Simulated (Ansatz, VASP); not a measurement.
## Two plane-wave programs on KF

```xyz
2
Lattice="0.0000 2.6590 2.6590 2.5055 0.0000 2.6590 2.5055 2.6590 0.0000" Properties=species:S:1:pos:R:3 pbc="T T T"
K     0.0000    0.0000    0.0000
F     2.5055    2.6590    2.6590
```

Change from the starting cell: uniaxial_x strain -5.8%.

Alike in both runs: task single point; functional r2SCAN; k mesh 8 × 8 × 8; no spin polarisation.

```csv
,VASP,Ansatz
version,VASP 6.6.1,Ansatz 0.2.0
potentials or method,"VASP PAW PBE potentials, release 64 (K_sv, F)","plane waves, PAW"
plane-wave cutoff (eV),520,500
occupations,"gaussian, width 0.01 eV",fixed
valence electrons in the cell,16,16
```

```tsv
	VASP	Ansatz	Ansatz less VASP
gap on the k mesh at the Fermi level (eV)	7.12	7.12	+0.001
pressure (GPa)	2.9	2.9	-0.02
traceless stress, the component that is largest in VASP (GPa)	3.96	3.83	-0.128
```

VASP's potentials were made for PBE, not for r2SCAN.
